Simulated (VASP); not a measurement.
Here is a VASP 6.6.1 calculation.

INCAR

```
ALGO = Normal
DIPOL = 0.5 0.5 0.500
EDIFF = 1E-6
ENCUT = 520
GGA = PS
IDIPOL = 3
ISIF = 2
ISMEAR = 0
LASPH = T
LCHARG = F
LDIPOL = T
LREAL = F
LWAVE = F
NBANDS = 26
NELM = 100
PREC = Accurate
SIGMA = 0.05
```

KPOINTS

```
k-points
0
Gamma
  12 12 1
```

POSCAR

```
BN
1.0
    2.5043488730      0.0000000000      0.0000000000
   -1.2521744365      2.1688297439      0.0000000000
    0.0000000000      0.0000000000     17.5286415822
B N
4 4
Direct
    0.6666666667      0.3333333333      0.1996732025
    0.3333333333      0.6666666667      0.3998910675
    0.6666666667      0.3333333333      0.6001089325
    0.3333333333      0.6666666667      0.8003267975
    0.3333333333      0.6666666667      0.1996732025
    0.6666666667      0.3333333333      0.3998910675
    0.3333333333      0.6666666667      0.6001089325
    0.6666666667      0.3333333333      0.8003267975
```

Potentials or basis: VASP PAW PBE potentials, release 64 (B, N).

Command:

```console
$ cat potpaw_PBE.64/B/POTCAR potpaw_PBE.64/N/POTCAR > POTCAR
$ mpirun -np 1 vasp_std > vasp.out
```

Q: Estimate the largest force.

A: 0.028 eV/Å.

Q: Estimate the band gap on the k mesh.

A: 4.32 eV, indirect (least direct gap 4.62 eV).

Forces in eV/Å, atoms in the order of the input:
```
B    0.000  0.000  0.025
B    0.000  0.000  0.000
B    0.000  0.000  0.000
B    0.000  0.000 -0.025
N    0.000  0.000 -0.028
N    0.000  0.000  0.000
N    0.000  0.000  0.000
N    0.000  0.000  0.028
```

Caveat: the PAW data sets were made with another functional, which shifts forces and pressure a little.
